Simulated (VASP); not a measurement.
Here is a VASP 6.6.1 calculation.

File INCAR:

```
SYSTEM = Si3O
ALGO = Normal
EDIFF = 1E-6
EDIFFG = -0.005
ENCUT = 600
GGA = PS
IBRION = 2
ISIF = 3
ISMEAR = 0
LASPH = .TRUE.
LCHARG = .FALSE.
LREAL = .FALSE.
LWAVE = .FALSE.
NELM = 100
NSW = 100
PREC = Accurate
SIGMA = 0.1
```

KPOINTS

```
k-points
0
G
  6 6 10
  0 0 0
```

POSCAR

```
Si3O
1.0
    6.0478981866      0.0000000000      0.0000000000
   -3.0239490933      5.2376334691      0.0000000000
    0.0000000000      0.0000000000      3.4344199719
Si O
6 2
Direct
    0.3477613567      0.0000000000      0.0000000000
    0.3477613567      0.3477613567      0.5000000000
    0.0000000000      0.3477613567      0.0000000000
    0.6522386433      0.0000000000      0.5000000000
    0.6522386433      0.6522386433      0.0000000000
    0.0000000000      0.6522386433      0.5000000000
    0.3333333333      0.6666666667      0.2500000000
    0.6666666667      0.3333333333      0.7500000000
```

Potentials or basis: VASP PAW PBE potentials, release 64 (Si, O).

Command:

```sh
$ cat potpaw_PBE.64/Si/POTCAR potpaw_PBE.64/O/POTCAR > POTCAR
$ mpirun -np 1 vasp_std > vasp.out
```

**Question.** Predict the band gap on the k mesh.

**Answer.** Zero (bands 18 and 19 overlap by 2.38 eV).

**Question.** Predict the relaxed cell.

**Answer.** a = 6.055 Å, b = 6.055 Å, c = 3.410 Å, α = 90.00°, β = 90.00°, γ = 120.00°.

**Question.** Predict the space group after relaxing (to 0.1 Å).

**Answer.** P6_322 (No. 182).

Step by step:
| step | energy change (eV) | largest force (eV/Å) | pressure (GPa) | volume (Å³) |
| --- | --- | --- | --- | --- |
| 1 | 0.0000 | 0.0361 | -0.11 | 108.79 |
| 2 | -0.0010 | 0.0312 | -0.05 | 108.65 |
| 3 | -0.0022 | 0.0187 | 0.13 | 108.28 |
| 4 | -0.0022 | 0.0020 | -0.19 | 108.50 |
| 5 | -0.0023 | 0.0076 | -0.04 | 108.40 |
| 6 | -0.0023 | 0.0046 | -0.05 | 108.35 |
| 7 | -0.0023 | 0.0018 | -0.01 | 108.25 |

Caveat: the PAW data sets were made with another functional, which shifts forces and pressure a little.
